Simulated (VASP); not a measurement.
# Zn in VASP: further runs, part 2 of 2

VASP 6.6.1. The steps go on from the part before.

**5. Single point, PBE (the cell strained at random)**

Contents of INCAR:

```
SYSTEM = Zn
PREC = Accurate
ENCUT = 520
EDIFF = 1E-6
ISMEAR = 0
SIGMA = 0.1
LREAL = .FALSE.
LASPH = .TRUE.
NELM = 80
ALGO = Fast
ISIF = 2
LWAVE = .FALSE.
LCHARG = .FALSE.
GGA = PE
NBANDS = 12
```

Contents of KPOINTS:

```
regular mesh
0
G
  16 16 16
  0 0 0
```

Contents of POSCAR:

```
Zn
1.0
   -1.6251771439      1.6656739888      1.6100673176
    1.6305118697     -1.6862283735      1.6359564280
    1.6113696183      1.6724208479     -1.6306217022
Zn
1
Direct
    0.0000000000      0.0000000000      0.0000000000
```

Potentials or basis: VASP PAW PBE potentials, release 64 (Zn).

Command:

```bash
$ cat potpaw_PBE.64/Zn/POTCAR > POTCAR
$ mpirun -np 1 vasp_std > vasp.out
```

OUTCAR:

```text
SYSTEM = Zn
   PREC = Accurate
   ENCUT = 520
   EDIFF = 1E-6
   ISMEAR = 0
   LREAL = .FALSE.
   LASPH = .TRUE.
   NELM = 80
   ISIF = 2
   GGA = PE

 ion  position               nearest neighbor table
   1  0.000  0.000  0.000-

  LATTYP: Found a triclinic cell.
 ALAT       =     7.2413810736
 B/A-ratio  =     0.6324902949
 C/A-ratio  =     0.3894167117
 COS(alpha) =     0.0006711668
 COS(beta)  =     0.2563967658
 COS(gamma) =     0.9483267981

  Lattice vectors:

 A1 = (   6.4784282502,  -0.0070606665,  -3.2353542940)
 A2 = (   3.2365467622,   0.0067468591,  -3.2406890198)
 A3 = (   1.6167043441,   1.6518664632,   1.6154020434)

Analysis of symmetry for initial positions (statically):
=====================================================================
 Subroutine PRICEL returns:
 Original cell was already a primitive cell.

 Routine SETGRP: Setting up the symmetry group for a
 triclinic supercell.

 Subroutine GETGRP returns: Found  2 space group operations
 (whereof  2 operations were pure point group operations)
 out of a pool of  2 trial point group operations.

The static configuration has the point symmetry S_2 .

Analysis of symmetry for dynamics (positions and initial velocities):
=====================================================================
 Subroutine PRICEL returns:
 Original cell was already a primitive cell.

 Routine SETGRP: Setting up the symmetry group for a
 triclinic supercell.

 Subroutine GETGRP returns: Found  2 space group operations
 (whereof  2 operations were pure point group operations)
 out of a pool of  2 trial point group operations.

The dynamic configuration has the point symmetry S_2 .

 Subroutine INISYM returns: Found  2 space group operations
 (whereof  2 operations are pure point group operations),
 and found     1 'primitive' translations

[... 114 lines left out ...]
  Fermi-wavevector in a.u.,A,eV,Ry     =   1.441909  2.724814 28.287912  2.079103
  Thomas-Fermi vector in A             =   2.560489
   LORBIT       =      0    0 simple, 1 ext, 2 COOP (PROOUT), +10 PAW based schemes
   GGA     = PE    functional components
   LHFCALC =     F    Hartree Fock is set to
   AEXX    =    0.0000 exact exchange contribution
   IVDW    =     0    specifies the selected vdW correction
   LEPSILON=     F    determine dielectric tensor
   LRPA    =     F    only Hartree local field effects (RPA)
 non-spin polarized calculation
 RMM-DIIS sequential band-by-band and
 Gauss-broadening in eV      SIGMA  =   0.10
  energy-cutoff  :      520.00
  volume of cell :       17.56
 maximum number of plane-waves:       483
 NGX is ok and might be reduce to    24
   NGX = 11   NGY = 11   NGZ = 11

 number of electron      11.9999994 magnetization

 Free energy of the ion-electron system (eV)
  ---------------------------------------------------
  ext. energy  EPLUGINS =         0.00000000
  ---------------------------------------------------
  free energy    TOTEN  =        -0.98423553 eV

  energy without entropy =       -0.98262330  energy(sigma->0) =       -0.98342942

 E-fermi :   2.1586     XC(G=0): -10.8314

 val. band max:        2.1548798654   @ k =  -0.1875   0.1250   0.5000
 cond. band min:       2.1591496381   @ k =   0.0625   0.1250   0.4375
 fundamental gap:      0.0042697727
 Fermi energy:         2.1585643655

 k-point     1 :       0.0000    0.0000    0.0000
  band No.  band energies     occupation
      1      -7.1291      2.00000
      2      -5.2228      2.00000
      3      -5.2217      2.00000
      4      -5.1701      2.00000
      5      -4.8300      2.00000
      6      -4.7963      2.00000
      7      18.8391      0.00000
      8      19.2609      0.00000
      9      19.3640      0.00000
     10      21.5427      0.00000
     11      22.0408      0.00000
     12      22.1544      0.00000
[... 331 lines left out ...]
 k-point    24 :      -0.1250    0.0625    0.0000
  band No.  band energies     occupation
      1      -6.7993      2.00000
      2      -5.2273      2.00000
      3      -5.2073      2.00000
      4      -5.1251      2.00000
      5      -4.8530      2.00000
      6      -4.7986      2.00000
      7      16.1587      0.00000
      8      16.7965      0.00000
      9      18.1317      0.00000
     10      20.1230      0.00000
     11      20.5459      0.00000
     12      21.8855      0.00000

 [... further k-points ...]
[... 5 lines left out ...]
  --------------------------------------------------------------------------------------
  -------------------------------------------------------------------------------------
  Total       -0.6201167     -0.6496130     -0.6242911      0.0139688      0.0201054     -0.0023633
  in kB      -56.5707891    -59.2616225    -56.9516027      1.2743224      1.8341322     -0.2155936
  external PRESSURE =     -57.5946714 kB  Pullay stress =       0.0000000 kB

 VOLUME and BASIS-vectors are now :
 -----------------------------------------------------------------------------
  energy-cutoff  :      520.00
  volume of cell :       17.56
      direct lattice vectors                 reciprocal lattice vectors
    -1.625177144  1.665673989  1.610067318     0.000773966  0.301483967  0.309976996
     1.630511870 -1.686228374  1.635956428     0.307970193  0.003167821  0.307583140
     1.611369618  1.672420848 -1.630621702     0.309741955  0.300861873  0.001396059

 POSITION                                       TOTAL-FORCE (eV/Angst)
 -----------------------------------------------------------------------------------
      0.00000      0.00000      0.00000        -0.000000      0.000000      0.000000
 -----------------------------------------------------------------------------------
    total drift:                               -0.000000      0.000000      0.000000

  FREE ENERGIE OF THE ION-ELECTRON SYSTEM (eV)
  ---------------------------------------------------
  free  energy   TOTEN  =        -0.9842355314 eV

  energy  without entropy=       -0.9826233026  energy(sigma->0) =       -0.98342942
```

stdout:

```text
POSCAR found type information on POSCAR Zn
 POSCAR found :  1 types and       1 ions
 scaLAPACK will be used
 LDA part: xc-table for (Slater+PW92), standard interpolation
 POSCAR, INCAR and KPOINTS ok, starting setup
 FFT: planning ... GRIDC
 FFT: planning ... GRID_SOFT
 FFT: planning ... GRID
 WAVECAR not read
 entering main loop
WARNING in EDDRMM: call to ZHEGV failed, returncode =   8  4     10
WARNING in EDDRMM: call to ZHEGV failed, returncode =   8  4     11
WARNING in EDDRMM: call to ZHEGV failed, returncode =   8  4     10
WARNING in EDDRMM: call to ZHEGV failed, returncode =   8  4     10
WARNING in EDDRMM: call to ZHEGV failed, returncode =   6  3     11
WARNING in EDDRMM: call to ZHEGV failed, returncode =   8  4     10
WARNING in EDDRMM: call to ZHEGV failed, returncode =   6  3     11
WARNING in EDDRMM: call to ZHEGV failed, returncode =   8  4     12
WARNING in EDDRMM: call to ZHEGV failed, returncode =   6  3     10
```

Run time: 3.8 min. Hardware: 1 thread of Intel Xeon Platinum 8259CL at 2.50GHz (Skylake/Cascade Lake), shared host; peak memory 0.49 GiB.

Results:

| Item | Value |
| --- | --- |
| Free energy | -0.9842 eV |
| Pressure | -5.8 GPa |
| Band gap on the k mesh | zero (band 6 reaches 5.69 eV, above the bottom of band 7 at 0.82 eV) |

Levels at points of the mesh, in eV from the Fermi level:
```tsv
k point	band 4	band 5	band 6	band 7	band 8	band 9
(0.00, 0.00, 0.00)	-7.33	-6.99	-6.95	16.68	17.10	17.21
(0.50, 0.00, 0.00)	-6.96	-6.70	-2.06	-1.10	10.41	12.06
(0.00, 0.50, 0.00)	-6.93	-6.71	-1.99	-0.99	10.02	11.45
(0.50, 0.50, 0.00)	-6.94	-6.72	-2.15	-1.29	10.58	12.13
(0.00, 0.00, 0.50)	-6.95	-6.71	-2.08	-1.13	10.41	12.06
(0.50, 0.00, 0.50)	-6.94	-6.70	-1.96	-0.93	9.90	11.47
(0.00, 0.50, 0.50)	-6.94	-6.72	-2.18	-1.34	10.65	12.17
(0.50, 0.50, 0.50)	-6.77	-6.76	3.53	4.29	4.33	5.99
```

Caveat: the cell differs from its parent crystal (the cell strained at random).

**6. Summary**

| level | potentials or basis | cell | k mesh | gap on the mesh (eV) | pressure (GPa) |
| --- | --- | --- | --- | --- | --- |
| LDA | VASP PAW LDA potentials, release 64 (Zn) | a = 2.617 Å, angles 109.5°, 1 atom | 18 × 18 × 18 | none | 0.0 |
| PBE | VASP PAW PBE potentials, release 64 (Zn) | a = 2.666 Å, angles 109.5°, 1 atom | 18 × 18 × 18 | none | 4.4 |
| PBE | VASP PAW PBE potentials, release 64 (Zn) | a = 2.828 Å, angles 109.5°, 1 atom | 18 × 18 × 18 | none | -5.5 |
| PBE | VASP PAW PBE potentials, release 64 (Zn) | a = 2.830, b = 2.860, c = 2.838 Å, angles 110.6, 107.8, 110.4°, 1 atom | 16 × 16 × 16 | none | -5.8 |

Alike in all rows: task single point; no spin polarisation; cutoff (eV) 520; smearing gaussian 0.1 eV.

Total energies depend on the potentials used, so only differences within one code and one set of settings carry meaning.
